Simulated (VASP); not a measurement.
# Si (Fd-3m) in VASP: further runs

Si is run at these levels: PBE; tasks: single point.

Everything below comes from runs of VASP 6.6.1. Logs are shortened: lines on timing, memory, paths and dates and some standing lists are left out, and cuts for length are marked.

### 1 The cell of the first run

Symmetry: Fd-3m, No. 227, cubic system. Conventional cell: a = 5.471 Å, b = 5.471 Å, c = 5.471 Å, α = 90.00°, β = 90.00°, γ = 90.00°. Within 3.1 Å of Si (site symmetry -43m) lie 4 Si at 2.37 Å.

### 2 Single point, PBE

INCAR

```
SYSTEM = Si
ALGO = Normal
EDIFF = 1E-6
ENCUT = 500
GGA = PE
GGA_COMPAT = .False.
ISIF = 2
ISMEAR = 0
LASPH = .True.
LCHARG = .False.
LREAL = .False.
LWAVE = .False.
NBANDS = 11
NELM = 120
PREC = Accurate
SIGMA = 0.2
```

KPOINTS

```
k-points
0
Gamma
  10 10 10
  0 0 0
```

POSCAR

```
Si
1.0
    0.0000000000      2.7354874751      2.7354874751
    2.7354874751      0.0000000000      2.7354874751
    2.7354874751      2.7354874751      0.0000000000
Si
2
Direct
    0.5000000000      0.5000000000      0.5000000000
    0.7500000000      0.7500000000      0.7500000000
```

Potentials or basis: VASP PAW PBE potentials, release 64 (Si).

Started as:

```bash
$ cat potpaw_PBE.64/Si/POTCAR > POTCAR
$ mpirun -np 1 vasp_std > vasp.out
```

OUTCAR:

```text
SYSTEM = Si
   EDIFF = 1E-6
   ENCUT = 500
   GGA = PE
   ISIF = 2
   ISMEAR = 0
   LASPH = .True.
   LREAL = .False.
   NELM = 120
   PREC = Accurate

 ion  position               nearest neighbor table
   1  0.500  0.500  0.500-   2 2.37   2 2.37   2 2.37   2 2.37
   2  0.750  0.750  0.750-   1 2.37   1 2.37   1 2.37   1 2.37

  LATTYP: Found a face centered cubic cell.
 ALAT       =     5.4709749502

  Lattice vectors:

 A1 = (   0.0000000000,   2.7354874751,   2.7354874751)
 A2 = (   2.7354874751,   0.0000000000,   2.7354874751)
 A3 = (   2.7354874751,   2.7354874751,   0.0000000000)

Analysis of symmetry for initial positions (statically):
=====================================================================
 Subroutine PRICEL returns:
 Original cell was already a primitive cell.

 Routine SETGRP: Setting up the symmetry group for a
 face centered cubic supercell.

 Subroutine GETGRP returns: Found 48 space group operations
 (whereof 24 operations were pure point group operations)
 out of a pool of 48 trial point group operations.

The static configuration has the point symmetry T_d .
 The point group associated with its full space group is O_h .

Analysis of symmetry for dynamics (positions and initial velocities):
=====================================================================
 Subroutine PRICEL returns:
 Original cell was already a primitive cell.

 Routine SETGRP: Setting up the symmetry group for a
 face centered cubic supercell.

 Subroutine GETGRP returns: Found 48 space group operations
 (whereof 24 operations were pure point group operations)
 out of a pool of 48 trial point group operations.

The dynamic configuration has the point symmetry T_d .
 The point group associated with its full space group is O_h .

 Subroutine INISYM returns: Found 48 space group operations
 (whereof 24 operations are pure point group operations),
 and found     1 'primitive' translations

----------------------------------------------------------------------------------------

                                     Primitive cell

  volume of cell :      40.9387

  direct lattice vectors                    reciprocal lattice vectors
     0.000000000  2.735487475  2.735487475    -0.182782778  0.182782778  0.182782778
     2.735487475  0.000000000  2.735487475     0.182782778 -0.182782778  0.182782778
     2.735487475  2.735487475  0.000000000     0.182782778  0.182782778 -0.182782778

  length of vectors
     3.868563487  3.868563487  3.868563487     0.316589058  0.316589058  0.316589058

  position of ions in fractional coordinates (direct lattice)
     0.500000000  0.500000000  0.500000000
     0.750000000  0.750000000  0.750000000

  ion indices of the primitive-cell ions
   primitive index   ion index
                 1           1
                 2           2

----------------------------------------------------------------------------------------

 KPOINTS: k-points

Automatic generation of k-mesh.
 Grid dimensions read from file:
 generate k-points for:   10   10   10

 Generating k-lattice:

  Cartesian coordinates                     Fractional coordinates (reciprocal lattice)
    -0.018278278  0.018278278  0.018278278     0.100000000  0.000000000  0.000000000
     0.018278278 -0.018278278  0.018278278     0.000000000  0.100000000  0.000000000
     0.018278278  0.018278278 -0.018278278     0.000000000  0.000000000  0.100000000

  Length of vectors
     0.031658906  0.031658906  0.031658906

  Shift w.r.t. Gamma in fractional coordinates (k-lattice)
     0.000000000  0.000000000  0.000000000

 Subroutine IBZKPT returns following result:
 ===========================================

 Found     47 irreducible k-points:

 Following reciprocal coordinates:
            Coordinates               Weight
  0.000000  0.000000  0.000000      1.000000
  0.100000  0.000000  0.000000      8.000000
  0.200000  0.000000  0.000000      8.000000
  0.300000  0.000000  0.000000      8.000000
  0.400000  0.000000  0.000000      8.000000
  0.500000  0.000000  0.000000      4.000000
[... 16 lines left out ...]
  0.300000  0.300000  0.000000      6.000000
  0.400000  0.300000  0.000000     24.000000
 [... further k-points ...]
   k-points           NKPTS =     47   k-points in BZ     NKDIM =     47   number of bands    NBANDS=     11
   number of dos      NEDOS =    301   number of ions     NIONS =      2
   total plane-waves  NPLWV =  21952
   dimension x,y,z NGX =    28 NGY =   28 NGZ =   28
   dimension x,y,z NGXF=    56 NGYF=   56 NGZF=   56
   ions per type =               2
   NGX,Y,Z   is equivalent  to a cutoff of  12.03, 12.03, 12.03 a.u.
   NGXF,Y,Z  is equivalent  to a cutoff of  24.07, 24.07, 24.07 a.u.
 SYSTEM =  Si
   PREC   = accura    normal or accurate (medium, high low for compatibility)
   ISTART =      0    job   : 0-new  1-cont  2-samecut
   ICHARG =      2    charge: 1-file 2-atom 10-const
   ISPIN  =      1    spin polarized calculation?
   LNONCOLLINEAR =      F non collinear calculations
   LSORBIT =      F    spin-orbit coupling
   LASPH  =      T    aspherical Exc in radial PAW
   ENCUT  =  500.0 eV  36.75 Ry    6.06 a.u.   7.05  7.05  7.05*2*pi/ulx,y,z
   NELM   =    120;   NELMIN=  2; NELMDL= -5     # of ELM steps
   EDIFF  = 0.1E-05   stopping-criterion for ELM
   LREAL  =      F    real-space projection
   EDIFFG = 0.1E-04   stopping-criterion for IOM
   NSW    =      0    number of steps for IOM
   IBRION =     -1    ionic relax: 0-MD 1-quasi-New 2-CG
   NFREE  =      0    steps in history (QN), initial steepest desc. (CG)
   ISIF   =      2    stress and relaxation
   ISYM   =      2    0-nonsym 1-usesym 2-fastsym
   POTIM  = 0.5000    time-step for ionic-motion
   TEBEG  =    0.0;   TEEND  =   0.0 temperature during run
   PSTRESS=    0.0 pullay stress
   NELECT =       8.0000    total number of electrons
   NUPDOWN=      -1.0000    fix difference up-down
   EMIN   =  10.00;   EMAX   =-10.00  energy-range for DOS
   EFERMI =   0.00;   METHOD = LEGACY
   ISMEAR =     0;   SIGMA  =   0.20  broadening in eV -4-tet -1-fermi 0-gaus
   EFERMI_NEDOS =   21; number of points for ismear=-14 and -15
   IALGO  =     38    algorithm
   IMIX   =      4    mixing-type and parameters
     AMIX     =   0.40;   BMIX     =  1.00
     AMIX_MAG =   1.60;   BMIX_MAG =  1.00
  volume/ion in A,a.u.               =      20.47       138.13
  Fermi-wavevector in a.u.,A,eV,Ry     =   0.950007  1.795253 12.279437  0.902513
  Thomas-Fermi vector in A             =   2.078343
   LORBIT       =      0    0 simple, 1 ext, 2 COOP (PROOUT), +10 PAW based schemes
   GGA     = PE    functional components
   LHFCALC =     F    Hartree Fock is set to
   AEXX    =    0.0000 exact exchange contribution
   IVDW    =     0    specifies the selected vdW correction
   LEPSILON=     F    determine dielectric tensor
   LRPA    =     F    only Hartree local field effects (RPA)
 non-spin polarized calculation
 Gauss-broadening in eV      SIGMA  =   0.20
  energy-cutoff  :      500.00
  volume of cell :       40.94
 maximum number of plane-waves:      1056
   NGX = 15   NGY = 15   NGZ = 15

 number of electron       8.0000000 magnetization

 Free energy of the ion-electron system (eV)
  ---------------------------------------------------
  ext. energy  EPLUGINS =         0.00000000
  ---------------------------------------------------
  free energy    TOTEN  =       -10.84918492 eV

  energy without entropy =      -10.84908365  energy(sigma->0) =      -10.84913428

 E-fermi :   5.8971     XC(G=0):  -9.3227

 val. band max:        5.6036719352   @ k =   0.0000   0.0000   0.0000
 cond. band min:       6.2236388258   @ k =   0.4000   0.4000   0.0000
 fundamental gap:      0.6199668906
 Fermi energy:         5.8970938474

 k-point     1 :       0.0000    0.0000    0.0000
  band No.  band energies     occupation
      1      -6.2026      2.00000
      2       5.6037      1.96200
      3       5.6037      1.96200
      4       5.6037      1.96200
      5       8.1602      0.00000
      6       8.1602      0.00000
      7       8.1602      0.00000
      8       8.7235      0.00000
      9      13.3124      0.00000
     10      13.3124      0.00000
     11      13.4760      0.00000

 k-point     2 :       0.1000    0.0000    0.0000
  band No.  band energies     occupation
      1      -6.0742      2.00000
      2       4.4617      2.00000
      3       5.4102      1.99942
      4       5.4102      1.99942
      5       8.1231      0.00000
      6       8.4456      0.00000
      7       8.4456      0.00000
      8       9.6968      0.00000
      9      12.9630      0.00000
     10      12.9630      0.00000
     11      14.0053      0.00000

 k-point     3 :       0.2000    0.0000    0.0000
  band No.  band energies     occupation
      1      -5.6952      2.00000
      2       2.6232      2.00000
      3       5.0368      2.00000
      4       5.0368      2.00000
      5       7.7520      0.00000
      6       8.9471      0.00000
      7       8.9471      0.00000
      8      11.4718      0.00000
      9      12.6524      0.00000
     10      12.6524      0.00000
     11      14.6750      0.00000
[... 267 lines left out ...]
 k-point    23 :       0.3000    0.3000    0.0000
  band No.  band energies     occupation
      1      -4.6829      2.00000
      2       1.2001      2.00000
      3       3.4242      2.00000
      4       3.4242      2.00000
      5       6.4947      0.00002
      6       8.0412      0.00000
      7      12.1702      0.00000
      8      12.1702      0.00000
      9      14.4983      0.00000
     10      15.0250      0.00000
     11      17.9124      0.00000

 k-point    24 :       0.4000    0.3000    0.0000
  band No.  band energies     occupation
      1      -4.0823      2.00000
      2       0.2125      2.00000
      3       2.8138      2.00000
      4       3.2228      2.00000
      5       6.6821      0.00000
      6       7.8705      0.00000
      7      12.4530      0.00000
      8      12.5950      0.00000
      9      16.0093      0.00000
     10      16.1313      0.00000
     11      17.6164      0.00000

 [... further k-points ...]

------------------------ aborting loop because EDIFF is reached ----------------------------------------

  FORCE on cell =-STRESS in cart. coord.  units (eV):
  Direction    XX          YY          ZZ          XY          YZ          ZX
  --------------------------------------------------------------------------------------
  -------------------------------------------------------------------------------------
  Total       -0.0290601     -0.0290601     -0.0290601     -0.0000000      0.0000000     -0.0000000
  in kB       -1.1372949     -1.1372949     -1.1372949     -0.0000000      0.0000000     -0.0000000
  external PRESSURE =      -1.1372949 kB  Pullay stress =       0.0000000 kB

 VOLUME and BASIS-vectors are now :
 -----------------------------------------------------------------------------
  energy-cutoff  :      500.00
  volume of cell :       40.94
      direct lattice vectors                 reciprocal lattice vectors
     0.000000000  2.735487475  2.735487475    -0.182782778  0.182782778  0.182782778
     2.735487475  0.000000000  2.735487475     0.182782778 -0.182782778  0.182782778
     2.735487475  2.735487475  0.000000000     0.182782778  0.182782778 -0.182782778

 POSITION                                       TOTAL-FORCE (eV/Angst)
 -----------------------------------------------------------------------------------
      2.73549      2.73549      2.73549         0.000000      0.000000     -0.000000
      4.10323      4.10323      4.10323        -0.000000     -0.000000      0.000000
 -----------------------------------------------------------------------------------
    total drift:                                0.000000      0.000000     -0.000000

  FREE ENERGIE OF THE ION-ELECTRON SYSTEM (eV)
  ---------------------------------------------------
  free  energy   TOTEN  =       -10.8491849150 eV

  energy  without entropy=      -10.8490836531  energy(sigma->0) =      -10.84913428
```

Run time: 15 s. Hardware: 1 thread of Intel Xeon Platinum 8259CL at 2.50GHz (Skylake/Cascade Lake), shared host; peak memory 0.15 GiB.

Results:

| Quantity | Value |
| --- | --- |
| Free energy | -10.8492 eV |
| Pressure | -0.1 GPa |
| Band gap on the k mesh | 0.62 eV (least direct gap 2.56 eV) |

Levels at points of the mesh, in eV from the valence-band top:
```
           k point  band 2  band 3  band 4  band 5  band 6  band 7
(0.00, 0.00, 0.00)    0.00    0.00    0.00    2.56    2.56    2.56
(0.50, 0.00, 0.00)   -6.86   -1.18   -1.18    1.46    3.35    3.35
(0.50, 0.50, 0.00)   -7.74   -2.79   -2.79    0.75    0.75    9.93
```

A k mesh can miss the band edges.

### 3 Single point, PBE

INCAR

```
SYSTEM = Si
PREC     = Accurate       ! precision mode
ENCUT    = 500            ! plane-wave cutoff, eV
EDIFF    = 1E-6           ! SCF threshold, eV
ISMEAR   = 0              ! smearing method
SIGMA    = 0.3            ! smearing width, eV
LREAL    = .FALSE.        ! projectors in reciprocal space
LASPH    = .TRUE.         ! aspherical terms in the spheres
NELM     = 120            ! most SCF steps
ALGO     = Normal         ! electronic algorithm
ISIF     = 2              ! what is computed and relaxed
LWAVE    = .FALSE.        ! write WAVECAR
LCHARG   = .FALSE.        ! write CHGCAR
GGA      = PE             ! functional
NBANDS   = 11             ! bands
GGA_COMPAT= .FALSE.
```

KPOINTS

```
regular mesh
0
G
  10 10 10
  0 0 0
```

POSCAR is that of step 2.

Potentials or basis: VASP PAW PBE potentials, release 64 (Si).

Started as:

```bash
$ cat potpaw_PBE.64/Si/POTCAR > POTCAR
$ mpirun -np 1 vasp_std > vasp.out
```

Run time: 18 s. Hardware: 1 thread of Intel Xeon Platinum 8259CL at 2.50GHz (Skylake/Cascade Lake), shared host; peak memory 0.15 GiB.

The run converged. Its results:

```yaml
Free_energy: -10.8494 eV
Pressure: -0.1 GPa
Band_gap_on_the_k_mesh: 0.62 eV (least direct gap 2.56 eV)
```

Levels at points of the mesh, in eV from the valence-band top:
| k point | band 2 | band 3 | band 4 | band 5 | band 6 | band 7 |
| --- | --- | --- | --- | --- | --- | --- |
| (0.00, 0.00, 0.00) | 0.00 | 0.00 | 0.00 | 2.56 | 2.56 | 2.56 |
| (0.50, 0.00, 0.00) | -6.86 | -1.18 | -1.18 | 1.46 | 3.35 | 3.35 |
| (0.50, 0.50, 0.00) | -7.74 | -2.79 | -2.79 | 0.75 | 0.75 | 9.93 |

A k mesh can miss the band edges.

### 4 Single point, PBE

INCAR

```
SYSTEM = Si
ALGO     = Normal         ! electronic algorithm
EDIFF    = 1E-6           ! SCF threshold, eV
ENCUT    = 500            ! plane-wave cutoff, eV
GGA      = PE             ! functional
GGA_COMPAT= .False.      
ISIF     = 2              ! what is computed and relaxed
ISMEAR   = 0              ! smearing method
LASPH    = .True.         ! aspherical terms in the spheres
LCHARG   = .False.        ! write CHGCAR
LREAL    = .False.        ! projectors in reciprocal space
LWAVE    = .False.        ! write WAVECAR
NBANDS   = 11             ! bands
NELM     = 120            ! most SCF steps
PREC     = Accurate       ! precision mode
SIGMA    = 0.6            ! smearing width, eV
```

KPOINTS

```
k-points
0
Gamma
  10 10 10
  0 0 0
```

POSCAR is that of step 3.

Started as:

```bash
$ cat potpaw_PBE.64/Si/POTCAR > POTCAR
$ mpirun -np 1 vasp_std > vasp.out
```

Wall time 14 s (1 thread of Intel Xeon Platinum 8259CL at 2.50GHz (Skylake/Cascade Lake), shared host); peak memory 0.15 GiB.

It converged, with:

```yaml
Free_energy: -10.8542 eV
Pressure: -0.2 GPa
Band_gap_on_the_k_mesh: 0.62 eV (least direct gap 2.56 eV)
```

Levels at points of the mesh, in eV from the valence-band top:
```csv
k point,band 2,band 3,band 4,band 5,band 6,band 7
"(0.00, 0.00, 0.00)",0.00,0.00,0.00,2.56,2.56,2.56
"(0.50, 0.00, 0.00)",-6.86,-1.18,-1.18,1.46,3.35,3.35
"(0.50, 0.50, 0.00)",-7.74,-2.79,-2.79,0.76,0.76,9.93
```

A k mesh can miss the band edges.

### 5 Single point, PBE

INCAR

```
SYSTEM = Si
  PREC = Accurate
  ENCUT = 500
  EDIFF = 1E-6
  ISMEAR = 0
  SIGMA = 1.0
  LREAL = .FALSE.
  LASPH = .TRUE.
  NELM = 120
  ALGO = Normal
  ISIF = 2
  LWAVE = .FALSE.
  LCHARG = .FALSE.
  GGA = PE
  NBANDS = 11
  GGA_COMPAT = .FALSE.
```

KPOINTS

```
Automatic mesh
0
G
  10 10 10
  0 0 0
```

POSCAR is that of step 4.

Started as:

```bash
$ cat potpaw_PBE.64/Si/POTCAR > POTCAR
$ mpirun -np 1 vasp_std > vasp.out
```

Run time: 12 s. Hardware: 1 thread of Intel Xeon Platinum 8259CL at 2.50GHz (Skylake/Cascade Lake), shared host; peak memory 0.15 GiB.

It converged, with:

```yaml
Free_energy: -10.8834 eV
Pressure: -0.2 GPa
Band_gap_on_the_k_mesh: 0.63 eV (least direct gap 2.57 eV)
```

Levels at points of the mesh, in eV from the valence-band top:
```
           k point  band 2  band 3  band 4  band 5  band 6  band 7
(0.00, 0.00, 0.00)    0.00    0.00    0.00    2.57    2.57    2.57
(0.50, 0.00, 0.00)   -6.86   -1.17   -1.17    1.47    3.36    3.36
(0.50, 0.50, 0.00)   -7.74   -2.79   -2.79    0.76    0.76    9.93
```

### 6 The runs side by side

| smearing | gap on the mesh (eV) | pressure (GPa) |
| --- | --- | --- |
| gaussian 0.2 eV | 0.62 | -0.1 |
| gaussian 0.3 eV | 0.62 | -0.1 |
| gaussian 0.6 eV | 0.62 | -0.2 |
| gaussian 1 eV | 0.63 | -0.2 |

Alike in all rows: task single point; level PBE; potentials or basis VASP PAW PBE potentials, release 64 (Si); no spin polarisation; cell as given; k mesh 10 × 10 × 10; cutoff (eV) 500.

Absolute energies hang on the potentials; compare differences alone.
